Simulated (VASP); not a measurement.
# Al16N15 (a cell with a defect) in VASP: relaxation of the atoms with PBE

Aim: the relaxation of the atoms of Al16N15 (a cell with a defect) with PBE.

Program: VASP 6.6.1. These are calculated values, not measurements. Logs are shortened: lines on timing, memory, paths and dates and some standing lists are left out, and cuts for length are marked.

## 1. The cell of the first run

The cell holds a defect, 31 atoms: a = 7.627 Å, b = 7.627 Å, c = 7.627 Å, α = 109.47°, β = 109.47°, γ = 109.47°.

## 2. Relaxation of the atoms, PBE (atoms taken out)

INCAR reads:

```
  ALGO = Normal
  EDIFF = 1E-7
  EDIFFG = -0.025
  ENCUT = 520
  GGA = PE
  IBRION = 2
  ISIF = 2
  ISMEAR = 0
  KPAR = 4
  LASPH = True
  LCHARG = False
  LREAL = Auto
  LWAVE = False
  NELECT = 122.0
  NELM = 100
  NSW = 65
  PREC = Accurate
  SIGMA = 0.01
```

KPOINTS reads:

```
Automatic mesh
0
Gamma
  4 4 4
  0.5 0.5 0.5
```

POSCAR reads:

```
Al16N15
1.0
   -4.4031742015     -4.4031742015      4.4031742015
    4.4031742015     -4.4031742015     -4.4031742015
    4.4031742015      4.4031742015      4.4031742015
Al N
16 15
Direct
    0.2500000000      0.0008411085      0.7500000000
    0.0016204361      0.0006365409      0.0006365409
    0.5008411085      0.7500000000      0.7500000000
    0.2500000000      0.7500000000      0.0008411085
   -0.0006365409      0.7500000000      0.2509838952
    0.7490161048     -0.0016204361      0.2490161048
    0.5006365409      0.0006365409      0.5016204361
   -0.0006365409      0.2509838952      0.7500000000
    0.7509838952      0.4993634591      0.7500000000
    0.5006365409      0.5016204361      0.0006365409
    0.2500000000      0.4993634591      0.2509838952
   -0.0008411085      0.4991588915      0.4991588915
    0.7509838952      0.7500000000      0.4993634591
    0.7490161048      0.2490161048     -0.0016204361
    0.4983795639      0.2490161048      0.2490161048
    0.2500000000      0.2509838952      0.4993634591
    0.0000343910      0.7500000000     -0.0000646910
    0.4999353090      0.5000343910      0.7500000000
    0.2500000000      0.5000343910     -0.0000646910
    0.0000646910      0.5000646910      0.2500990820
    0.7500000000      0.7500000000      0.2500000000
    0.4999353090      0.7500000000      0.5000343910
    0.0000343910     -0.0000646910      0.7500000000
    0.7500000000      0.2500000000      0.7500000000
    0.4999656090      0.2499009180     -0.0000343910
    0.2500000000      0.2500000000      0.2500000000
    0.0000646910      0.2500990820      0.5000646910
    0.7500990820      0.5000646910      0.5000646910
    0.7499009180     -0.0000343910     -0.0000343910
    0.4999656090     -0.0000343910      0.2499009180
    0.2500000000     -0.0000646910      0.5000343910
```

Potentials or basis: VASP PAW PBE potentials, release 64 (Al, N).

The run is started by

```console
$ cat potpaw_PBE.64/Al/POTCAR potpaw_PBE.64/N/POTCAR > POTCAR
$ mpirun -np 4 vasp_std > vasp.out
```

OUTCAR:

```text
EDIFF = 1E-7
   EDIFFG = -0.025
   ENCUT = 520
   GGA = PE
   IBRION = 2
   ISIF = 2
   ISMEAR = 0
   LASPH = True
   LREAL = Auto
   NELECT = 122.0
   NELM = 100
   NSW = 65
   PREC = Accurate

 ion  position               nearest neighbor table
   1  0.250  0.001  0.750-  23 1.90  25 1.90  31 1.90  15 3.11   5 3.11  13 3.11  14 3.11   2 3.11
                             7 3.11   8 3.12  10 3.12  16 3.12   3 3.12   4 3.12  12 3.12
   2  0.002  0.001  0.001-  26 1.90  23 1.91  17 1.91  29 1.92  15 3.09  16 3.11  11 3.11   4 3.11
                             1 3.11   3 3.12   8 3.12   5 3.12   6 3.12  14 3.12   9 3.12  13 3.12
   3  0.501  0.750  0.750-  18 1.90  22 1.90  29 1.90  16 3.11   6 3.11  11 3.11  14 3.11   7 3.11
                            10 3.11  13 3.12   2 3.12   9 3.12   4 3.12   1 3.12  12 3.12
   4  0.250  0.750  0.001-  17 1.90  19 1.90  30 1.90  10 3.11   2 3.11   8 3.11   9 3.11  15 3.11
                             6 3.11   5 3.12  11 3.12   7 3.12   1 3.12   3 3.12  12 3.12
   5  0.999  0.750  0.251-  21 1.90  20 1.91  31 1.91  17 1.92  13 3.09   6 3.11  10 3.11   1 3.11
                            12 3.11   4 3.12   2 3.12  16 3.12   9 3.12  14 3.12   7 3.12  11 3.12
   6  0.749  0.998  0.249-  21 1.90  29 1.91  30 1.91  27 1.92  10 3.09   5 3.11  13 3.11   3 3.11
                             4 3.11  12 3.12   2 3.12   7 3.12   8 3.12  16 3.12  14 3.12  15 3.12
   7  0.501  0.001  0.502-  24 1.90  22 1.91  31 1.91  30 1.92  14 3.09   9 3.11   8 3.11   3 3.11
                             1 3.11   4 3.12  15 3.12   6 3.12  16 3.12  13 3.12  11 3.12   5 3.12
   8  0.999  0.251  0.750-  24 1.90  19 1.91  27 1.91  23 1.92   9 3.09   7 3.11  14 3.11   4 3.11
                            12 3.11   1 3.12   2 3.12  11 3.12   6 3.12  13 3.12  10 3.12  16 3.12
   9  0.751  0.499  0.750-  24 1.90  17 1.91  28 1.91  18 1.92   8 3.09   7 3.11  14 3.11   4 3.11
[... 16 lines left out ...]
  18  0.500  0.500  0.750-   3 1.90  10 1.91  16 1.91   9 1.92
  19  0.250  0.500  1.000-   4 1.90   8 1.91  10 1.91  11 1.92
  20  0.000  0.500  0.250-  12 1.90  11 1.91   5 1.91  14 1.92
  21  0.750  0.750  0.250-   5 1.90   6 1.90  13 1.90  10 1.90
  22  0.500  0.750  0.500-   3 1.90   7 1.91  11 1.91  13 1.92
  23  0.000  1.000  0.750-   1 1.90   2 1.91  13 1.91   8 1.92
  24  0.750  0.250  0.750-   7 1.90   8 1.90   9 1.90  14 1.90
  25  0.500  0.250  1.000-   1 1.90  14 1.91  15 1.91  10 1.92
  26  0.250  0.250  0.250-  11 1.90  15 1.90  16 1.90   2 1.90
  27  0.000  0.250  0.500-  12 1.90   8 1.91  16 1.91   6 1.92
  28  0.750  0.500  0.500-  12 1.90   9 1.91  13 1.91  15 1.92
  29  0.750  1.000  1.000-   3 1.90   6 1.91  14 1.91   2 1.92
  30  0.500  1.000  0.250-   4 1.90   6 1.91  15 1.91   7 1.92
  31  0.250  1.000  0.500-   1 1.90   5 1.91   7 1.91  16 1.92

  LATTYP: Found a body centered cubic cell.
 ALAT       =     8.8063484030

  Lattice vectors:

 A1 = (  -4.4031742015,  -4.4031742015,   4.4031742015)
 A2 = (   4.4031742015,  -4.4031742015,  -4.4031742015)
 A3 = (   4.4031742015,   4.4031742015,   4.4031742015)

Analysis of symmetry for initial positions (statically):
=====================================================================
 Subroutine PRICEL returns:
 Original cell was already a primitive cell.

 Routine SETGRP: Setting up the symmetry group for a
 body centered cubic supercell.

 Subroutine GETGRP returns: Found 24 space group operations
 (whereof  2 operations were pure point group operations)
 out of a pool of 48 trial point group operations.

The static configuration has the point symmetry C_1h.
 The point group associated with its full space group is T_d .

Analysis of symmetry for dynamics (positions and initial velocities):
=====================================================================
 Subroutine PRICEL returns:
 Original cell was already a primitive cell.

 Routine SETGRP: Setting up the symmetry group for a
 body centered cubic supercell.

 Subroutine GETGRP returns: Found 24 space group operations
 (whereof  2 operations were pure point group operations)
 out of a pool of 48 trial point group operations.

The dynamic configuration has the point symmetry C_1h.
 The point group associated with its full space group is T_d .

 Subroutine INISYM returns: Found 24 space group operations
 (whereof  2 operations are pure point group operations),
 and found     1 'primitive' translations

----------------------------------------------------------------------------------------

                                     Primitive cell

  volume of cell :     341.4740

  direct lattice vectors                    reciprocal lattice vectors
    -4.403174201 -4.403174201  4.403174201     0.000000000 -0.113554444  0.113554444
     4.403174201 -4.403174201 -4.403174201     0.113554444 -0.113554444  0.000000000
     4.403174201  4.403174201  4.403174201     0.113554444  0.000000000  0.113554444

  length of vectors
[... 84 lines left out ...]
  Length of vectors
     0.040147559  0.040147559  0.040147559

  Shift w.r.t. Gamma in fractional coordinates (k-lattice)
     0.500000000  0.500000000  0.500000000

 Subroutine IBZKPT returns following result:
 ===========================================

 Found      6 irreducible k-points:

 Following reciprocal coordinates:
            Coordinates               Weight
  0.125000  0.125000  0.125000      8.000000
  0.375000  0.125000  0.125000     12.000000
 -0.125000  0.125000  0.125000      6.000000
 -0.375000  0.375000  0.125000     24.000000
 -0.375000 -0.375000  0.125000      8.000000
 -0.375000  0.375000  0.375000      6.000000
   k-points           NKPTS =      6   k-points in BZ     NKDIM =      6   number of bands    NBANDS=     77
   number of dos      NEDOS =    301   number of ions     NIONS =     31
   total plane-waves  NPLWV = 216000
   dimension x,y,z NGX =    60 NGY =   60 NGZ =   60
   dimension x,y,z NGXF=   120 NGYF=  120 NGZF=  120
   ions per type =              16  15
   NGX,Y,Z   is equivalent  to a cutoff of  13.08, 13.08, 13.08 a.u.
   NGXF,Y,Z  is equivalent  to a cutoff of  26.16, 26.16, 26.16 a.u.
 SYSTEM =  unknown system
   PREC   = accura    normal or accurate (medium, high low for compatibility)
   ISTART =      0    job   : 0-new  1-cont  2-samecut
   ICHARG =      2    charge: 1-file 2-atom 10-const
   ISPIN  =      1    spin polarized calculation?
   LNONCOLLINEAR =      F non collinear calculations
   LSORBIT =      F    spin-orbit coupling
   LASPH  =      T    aspherical Exc in radial PAW
   ENCUT  =  520.0 eV  38.22 Ry    6.18 a.u.  14.18 14.18 14.18*2*pi/ulx,y,z
   NELM   =    100;   NELMIN=  2; NELMDL= -5     # of ELM steps
   EDIFF  = 0.1E-06   stopping-criterion for ELM
   LREAL  =      T    real-space projection
   EDIFFG = -.3E-01   stopping-criterion for IOM
   NSW    =     65    number of steps for IOM
   IBRION =      2    ionic relax: 0-MD 1-quasi-New 2-CG
   NFREE  =      1    steps in history (QN), initial steepest desc. (CG)
   ISIF   =      2    stress and relaxation
   ISYM   =      2    0-nonsym 1-usesym 2-fastsym
   POTIM  = 0.5000    time-step for ionic-motion
   TEBEG  =    0.0;   TEEND  =   0.0 temperature during run
   PSTRESS=    0.0 pullay stress
   NELECT =     122.0000    total number of electrons
   NUPDOWN=      -1.0000    fix difference up-down
   EMIN   =  10.00;   EMAX   =-10.00  energy-range for DOS
   EFERMI =   0.00;   METHOD = LEGACY
   ISMEAR =     0;   SIGMA  =   0.01  broadening in eV -4-tet -1-fermi 0-gaus
   EFERMI_NEDOS =   21; number of points for ismear=-14 and -15
   IALGO  =     38    algorithm
   IMIX   =      4    mixing-type and parameters
     AMIX     =   0.40;   BMIX     =  1.00
     AMIX_MAG =   1.60;   BMIX_MAG =  1.00
  volume/ion in A,a.u.               =      11.02        74.33
  Fermi-wavevector in a.u.,A,eV,Ry     =   1.161651  2.195202 18.360143  1.349432
  Thomas-Fermi vector in A             =   2.298220
   LORBIT       =      0    0 simple, 1 ext, 2 COOP (PROOUT), +10 PAW based schemes
   GGA     = PE    functional components
   LHFCALC =     F    Hartree Fock is set to
   AEXX    =    0.0000 exact exchange contribution
   IVDW    =     0    specifies the selected vdW correction
   LEPSILON=     F    determine dielectric tensor
   LRPA    =     F    only Hartree local field effects (RPA)
 conjugate gradient relaxation of ions
 non-spin polarized calculation
 Gauss-broadening in eV      SIGMA  =   0.01
  energy-cutoff  :      520.00
  volume of cell :      341.47
 maximum number of plane-waves:      9244
 NGX is ok and might be reduce to    60
   NGX = 29   NGY = 29   NGZ = 29

--------------------------------------- Ionic step        1  -------------------------------------------

 number of electron     121.9999972 magnetization

 Free energy of the ion-electron system (eV)
  ---------------------------------------------------
  ext. energy  EPLUGINS =         0.00000000
  ---------------------------------------------------
  free energy    TOTEN  =      -232.62262082 eV

  energy without entropy =     -232.62262082  energy(sigma->0) =     -232.62262082

------------------------ aborting loop because EDIFF is reached ----------------------------------------

  FORCE on cell =-STRESS in cart. coord.  units (eV):
  Direction    XX          YY          ZZ          XY          YZ          ZX
  --------------------------------------------------------------------------------------
  -------------------------------------------------------------------------------------
  Total      -12.5095073    -12.5095073    -12.5095073      0.0000000      0.0000000      0.0000000
  in kB      -58.6939303    -58.6939303    -58.6939303      0.0000000      0.0000000      0.0000000
  external PRESSURE =     -58.6939303 kB  Pullay stress =       0.0000000 kB
[... 377 lines left out ...]
--------------------------------------- Ionic step        7  -------------------------------------------

 number of electron     121.9999975 magnetization

 Free energy of the ion-electron system (eV)
  ---------------------------------------------------
  ext. energy  EPLUGINS =         0.00000000
  ---------------------------------------------------
  free energy    TOTEN  =      -232.72958488 eV

  energy without entropy =     -232.72958488  energy(sigma->0) =     -232.72958488

 E-fermi :   6.3437     XC(G=0): -10.6848

 val. band max:        6.2985290461   @ k =  -0.3750   0.3750   0.3750
 cond. band min:       9.1138557498   @ k =  -0.1250   0.1250   0.1250
 fundamental gap:      2.8153267037
 Fermi energy:         6.3436594408

 k-point     1 :       0.1250    0.1250    0.1250
  band No.  band energies     occupation
      1      -8.9454      2.00000
      2      -8.0060      2.00000
      3      -8.0060      2.00000
      4      -7.8842      2.00000
      5      -7.3171      2.00000
      6      -7.3171      2.00000
[... 445 lines left out ...]
     72      11.8125      0.00000
     73      12.2494      0.00000
 [bands above 73 left out]

------------------------ aborting loop because EDIFF is reached ----------------------------------------

  FORCE on cell =-STRESS in cart. coord.  units (eV):
  Direction    XX          YY          ZZ          XY          YZ          ZX
  --------------------------------------------------------------------------------------
  -------------------------------------------------------------------------------------
  Total      -11.1651532    -11.1651532    -11.1651532     -0.0000000     -0.0000000     -0.0000000
  in kB      -52.3862940    -52.3862940    -52.3862940     -0.0000000     -0.0000000     -0.0000000
  external PRESSURE =     -52.3862940 kB  Pullay stress =       0.0000000 kB
[... 46 lines left out ...]
  FREE ENERGIE OF THE ION-ELECTRON SYSTEM (eV)
  ---------------------------------------------------
  free  energy   TOTEN  =      -232.7295848823 eV

  energy  without entropy=     -232.7295848823  energy(sigma->0) =     -232.72958488

 reached required accuracy - stopping structural energy minimisation
```

Wall time 10 min (4 MPI ranks of AMD EPYC 7R13 (Zen 3), shared host); peak memory 0.58 GiB.

Results:

| Item | Value |
| --- | --- |
| Free energy | -232.7296 eV |
| Energy gained by relaxing | 3.5 meV/atom |
| Ionic steps | 7 |
| Largest force after relaxing | 0.013 eV/Å |

Forces on the atoms (eV/Å):
```
Al   0.005 -0.005 -0.005
Al  -0.013  0.000  0.000
Al  -0.005 -0.005  0.005
Al   0.005  0.005  0.005
Al   0.000  0.000  0.013
Al   0.000  0.000 -0.013
Al   0.000  0.013  0.000
Al   0.000 -0.013  0.000
Al   0.000 -0.013  0.000
Al   0.000  0.000 -0.013
Al   0.013  0.000  0.000
Al  -0.005  0.005 -0.005
Al   0.000  0.000  0.013
Al   0.000  0.013  0.000
Al  -0.013  0.000  0.000
Al   0.013  0.000  0.000
N    0.003  0.003  0.007
N   -0.003 -0.007  0.003
N    0.007  0.003  0.003
N   -0.003  0.007 -0.003
N    0.000  0.000  0.000
N   -0.003 -0.003  0.007
N    0.003 -0.007 -0.003
N    0.000  0.000  0.000
N    0.003 -0.003 -0.007
N    0.000  0.000  0.000
N   -0.003  0.003 -0.007
N   -0.007  0.003 -0.003
N   -0.007 -0.003  0.003
N    0.003  0.007  0.003
N    0.007 -0.003 -0.003
```

Step by step:
```csv
step,energy change (eV),largest force (eV/Å),pressure (GPa)
1,0.0000,0.8795,-5.87
2,-0.0932,0.2009,-5.32
3,-0.0973,0.1233,-5.43
4,-0.1047,0.0638,-5.34
5,-0.1064,0.0469,-5.27
6,-0.1069,0.0253,-5.23
7,-0.1070,0.0130,-5.24
```

Final structure:
```yaml
crystal:
  lattice:
    - [-4.40317, -4.40317, 4.40317]
    - [4.40317, -4.40317, -4.40317]
    - [4.40317, 4.40317, 4.40317]
  atoms:
    - { symbol: Al, position: [0.25000, 0.00740, 0.75000] }
    - { symbol: Al, position: [0.00087, 0.00063, 0.00063] }
    - { symbol: Al, position: [0.50740, 0.75000, 0.75000] }
    - { symbol: Al, position: [0.25000, 0.75000, 0.00740] }
    - { symbol: Al, position: [0.99937, 0.75000, 0.25024] }
    - { symbol: Al, position: [0.74976, 0.99913, 0.24976] }
    - { symbol: Al, position: [0.50063, 0.00063, 0.50087] }
    - { symbol: Al, position: [0.99937, 0.25024, 0.75000] }
    - { symbol: Al, position: [0.75024, 0.49937, 0.75000] }
    - { symbol: Al, position: [0.50063, 0.50087, 0.00063] }
    - { symbol: Al, position: [0.25000, 0.49937, 0.25024] }
    - { symbol: Al, position: [0.99260, 0.49260, 0.49260] }
    - { symbol: Al, position: [0.75024, 0.75000, 0.49937] }
    - { symbol: Al, position: [0.74976, 0.24976, 0.99913] }
    - { symbol: Al, position: [0.49913, 0.24976, 0.24976] }
    - { symbol: Al, position: [0.25000, 0.25024, 0.49937] }
    - { symbol: N, position: [0.00006, 0.75000, 0.99887] }
    - { symbol: N, position: [0.49887, 0.50006, 0.75000] }
    - { symbol: N, position: [0.25000, 0.50006, 0.99887] }
    - { symbol: N, position: [0.00113, 0.50113, 0.25119] }
    - { symbol: N, position: [0.75000, 0.75000, 0.25000] }
    - { symbol: N, position: [0.49887, 0.75000, 0.50006] }
    - { symbol: N, position: [0.00006, 0.99887, 0.75000] }
    - { symbol: N, position: [0.75000, 0.25000, 0.75000] }
    - { symbol: N, position: [0.49994, 0.24881, 0.99994] }
    - { symbol: N, position: [0.25000, 0.25000, 0.25000] }
    - { symbol: N, position: [0.00113, 0.25119, 0.50113] }
    - { symbol: N, position: [0.75119, 0.50113, 0.50113] }
    - { symbol: N, position: [0.74881, 0.99994, 0.99994] }
    - { symbol: N, position: [0.49994, 0.99994, 0.24881] }
    - { symbol: N, position: [0.25000, 0.99887, 0.50006] }
```

Caveat: the cell carries a net charge on a neutralising background, which shifts energy and pressure; the cell differs from its parent crystal (atoms taken out); the cell is charged against a uniform background, so pressure and absolute levels hang on convention.
